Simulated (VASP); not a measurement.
Runs of VASP 6.6.1 on Ca. The structure is that of space group P6_3/mmc (No. 194), or close to it. The cells are those of the table. 

| cell | gap on the mesh (eV) | pressure (GPa) | largest force (eV/Å) |
| --- | --- | --- | --- |
| a = 4.037, b = 4.037, c = 6.157 Å, angles 90.0, 90.0, 119.7°, 2 atoms | none | -1.0 | 0.02 |
| a = 4.145, b = 4.145, c = 5.841 Å, angles 90.0, 90.0, 119.7°, 2 atoms | none | -0.8 | 0.03 |
| a = 3.803, b = 3.803, c = 6.936 Å, angles 90.0, 90.0, 119.7°, 2 atoms | none | -1.0 | 0.01 |
| a = 3.980, b = 3.980, c = 6.334 Å, angles 90.0, 90.0, 119.7°, 2 atoms | none | -1.0 | 0.02 |
| a = 3.863, b = 3.863, c = 6.724 Å, angles 90.0, 90.0, 119.7°, 2 atoms | none | (a) | 0.01 |

Alike in all rows: task single point; level PBEsol; potentials or basis VASP PAW PBE potentials, release 64 (Ca_sv); no spin polarisation; k mesh 16 × 16 × 8; cutoff (eV) 520; smearing gaussian 0.15 eV.

**Question.** Estimate the missing entries.

**Answer.** (a) -1.1.

Caveats: the PAW data sets were made with another functional, which shifts forces and pressure a little.

A gap of «none» marks levels without a gap at the run's occupations.
